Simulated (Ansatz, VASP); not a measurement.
## One calculation of SrAg3, two programs

INCAR

```
PREC = Accurate
ENCUT = 520
EDIFF = 1E-6
ISMEAR = 0
SIGMA = 0.05
LREAL = False
LASPH = True
NELM = 60
ALGO = Fast
ISIF = 2
LWAVE = False
LCHARG = False
GGA = PE
NBANDS = 30
```

KPOINTS

```
Automatic mesh
0
Gamma
  8 8 8
```

POSCAR

```
SrAg3
1.0
    4.5708679551      0.0000000000      0.0000000000
    0.0000000000      4.5708679551      0.0000000000
    0.0000000000      0.0000000000      4.7079939938
Sr Ag
1 3
Direct
    0.0000000000      0.0000000000      0.0000000000
    0.0000000000      0.5000000000      0.5000000000
    0.5000000000      0.5000000000      0.0000000000
    0.5000000000      0.0000000000      0.5000000000
```

Input for Ansatz:

```yaml
crystal:
  lattice:
    - [4.5708679551, 0.0, 0.0]
    - [0.0, 4.5708679551, 0.0]
    - [0.0, 0.0, 4.7079939938]
  atoms:
    - { symbol: Sr, position: [0.0, 0.0, 0.0] }
    - { symbol: Ag, position: [0.0, 0.5, 0.5] }
    - { symbol: Ag, position: [0.5, 0.5, 0.0] }
    - { symbol: Ag, position: [0.5, 0.0, 0.5] }
basis:
  ecutwfc: 420
  ecutrho_ratio: 4
kpoints:
  mp_grid: { grid: [8, 8, 8] }
hamiltonian:
  xc: pbe
scf:
  occupations: { method: gaussian, width: 0.05 }
output:
  forces: true
  stress: true
  eigenvalues: true
```

Change from the starting cell: strain e3 = +0.03, atoms carried along.

Alike in both runs: task single point; functional PBE; k mesh 8 × 8 × 8; occupations gaussian, width 0.05 eV; no spin polarisation.

```csv
,VASP,Ansatz
version,VASP 6.6.1,Ansatz 0.2.0
potentials or method,"VASP PAW PBE potentials, release 64 (Sr_sv, Ag), cutoff 520 eV","scalar-relativistic, plane waves, PAW"
valence electrons in the cell,43,67
```

```csv
,VASP,Ansatz,Ansatz less VASP
gap on the k mesh at the Fermi level (eV),none,none,-
pressure (GPa),-1.0,-1.1,-0.11
"traceless stress, the component that is largest in VASP (GPa)",-0.58,-0.58,+0.001
```

A gap of «none» marks a metal or a gap that the smearing closes. The functional is the same, so the differences come from potentials, cutoffs and numerics. VASP's potentials hold 43 valence electrons a cell and Ansatz's 67, so a difference there can come from the potentials and not from the codes.
